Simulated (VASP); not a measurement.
Ge2Sb2Te5, 9 atoms in the cell. It takes space group Cm (No. 8, monoclinic). Conventional cell: a = 13.678 Å, b = 6.132 Å, c = 9.672 Å, α = 90.00°, β = 134.93°, γ = 90.00°. Within 3.8 Å of Te (site symmetry m) lie 2 Ge at 2.85 to 3.19 Å and 3 Sb at 3.07 to 3.14 Å. Within 3.9 Å of Te (site symmetry m) lie 2 Sb at 2.95 to 3.20 Å and 3 Ge at 3.07 to 3.08 Å. Within 3.7 Å of Te (site symmetry m) lie 3 Ge at 2.82 to 3.07 Å and 2 Sb at 3.14 to 3.19 Å. Within 3.9 Å of Te (site symmetry m) lie 2 Ge at 2.95 to 3.00 Å and 2 Sb at 3.02 to 3.06 Å. Te (site symmetry m) has 3 Sb at 2.98 to 3.07 Å and 2 Ge at 3.05 to 3.20 Å within 3.9 Å. Sb (site symmetry m) has 6 Te at 2.95 to 3.19 Å within 3.9 Å. Sb (site symmetry m) has 6 Te at 2.98 to 3.20 Å within 3.9 Å. Within 3.7 Å of Ge (site symmetry m) lie 6 Te at 2.82 to 3.19 Å. 

* Program: VASP 6.6.1
* Task: single point
* Functional: LDA
* Potentials or basis: VASP PAW LDA potentials, release 64 (Te, Sb, Ge_d)
* Cutoff: 520 eV
* k mesh: 5 × 5 × 4
* Occupations: fermi-dirac, width 0.05 eV
* Spin: no spin polarisation
* Dipole correction: no
* Further INCAR settings: ALGO = Normal; EDIFF = 1e-06; NBANDS = 44

Potentials or basis: VASP PAW LDA potentials, release 64 (Te, Sb, Ge_d).

Launch:

```console
$ cat potpaw_LDA.64/Te/POTCAR potpaw_LDA.64/Sb/POTCAR potpaw_LDA.64/Ge_d/POTCAR > POTCAR
$ mpirun -np 1 vasp_std > vasp.out
```

Hardware: 1 thread of AMD EPYC 7R13, with other jobs on the host.

Q: How long does it take, and how much memory?

A: It took 17 min on 1 thread of AMD EPYC 7R13, with other jobs on the host, peak memory 0.59 GiB. Counts: scf iterations 13, k points 33.
